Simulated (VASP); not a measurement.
**Tc: relaxation of cell and atoms with r2SCAN**

The system is Tc.

```
CELL_PARAMETERS angstrom
0.00000 1.95000 1.95000
1.95000 0.00000 1.95000
1.95000 1.95000 0.00000
ATOMIC_POSITIONS crystal
Tc 0.00000 0.00000 0.00000
```

| Quantity | Value |
| --- | --- |
| Program | VASP 6.6.1 |
| Task | relaxation of cell and atoms |
| Functional | r2SCAN |
| Potentials or basis | VASP PAW PBE potentials, release 64 (Tc_pv) |
| Cutoff | 600 eV |
| k mesh | 12 × 12 × 12 |
| Occupations | fermi-dirac, width 0.05 eV |
| Spin | no spin polarisation |
| Target pressure | 10 GPa |
| Dipole correction | no |
| Further INCAR settings | ALGO = Normal; EDIFF = 1e-06; IBRION = 2; EDIFFG = -0.01; NSW = 60; ISIF = 3 |

- Relaxed volume: 13.90 Å³/atom
- Relaxed cell: a = 2.699 Å, b = 2.699 Å, c = 2.699 Å, α = 60.00°, β = 60.00°, γ = 60.00°
- Space group after relaxing (to 0.05 Å): Fm-3m (No. 225)
- Energy change on relaxing (the enthalpy is what falls): -4.9 meV/atom
- Ionic steps: 5
- Pressure after relaxing: 10.0 GPa

The path:
| step | energy change (eV) | largest force (eV/Å) | pressure (GPa) | volume (Å³) |
| --- | --- | --- | --- | --- |
| 1 | 0.0000 | 0.0000 | -10.46 | 14.83 |
| 2 | 1.0842 | 0.0000 | 138.23 | 11.13 |
| 3 | -0.0097 | 0.0000 | 7.77 | 13.99 |
| 4 | -0.0062 | 0.0000 | 9.45 | 13.92 |
| 5 | -0.0049 | 0.0000 | 10.00 | 13.90 |

Final structure:
```yaml
crystal:
  lattice:
    - [0.00000, 1.90828, 1.90828]
    - [1.90828, 0.00000, 1.90828]
    - [1.90828, 1.90828, 0.00000]
  atoms:
    - { symbol: Tc, position: [0.00000, 0.00000, 0.00000] }
```

Levels at points of the mesh, in eV from the Fermi level:
```csv
k point,band 4,band 5,band 6,band 7,band 8,band 9,band 10
"(0.00, 0.00, 0.00)",-8.14,-2.06,-2.06,-2.06,0.90,0.90,14.51
"(0.50, 0.00, 0.00)",-6.16,-2.20,-2.20,1.23,3.07,3.07,11.77
"(0.50, 0.50, 0.00)",-6.57,-5.99,3.06,3.67,3.67,4.09,13.94
```

Wall time 2.6 min on 1 thread of Intel(R) Xeon(R) Platinum 8259CL CPU @ 2.50GHz (Skylake/Cascade Lake), with other jobs on the host, peak memory 0.16 GiB.

Caveat: the cell is relaxed towards a set pressure, so the enthalpy falls and the energy may rise; the PAW data sets were made with another functional, which shifts forces and pressure a little.
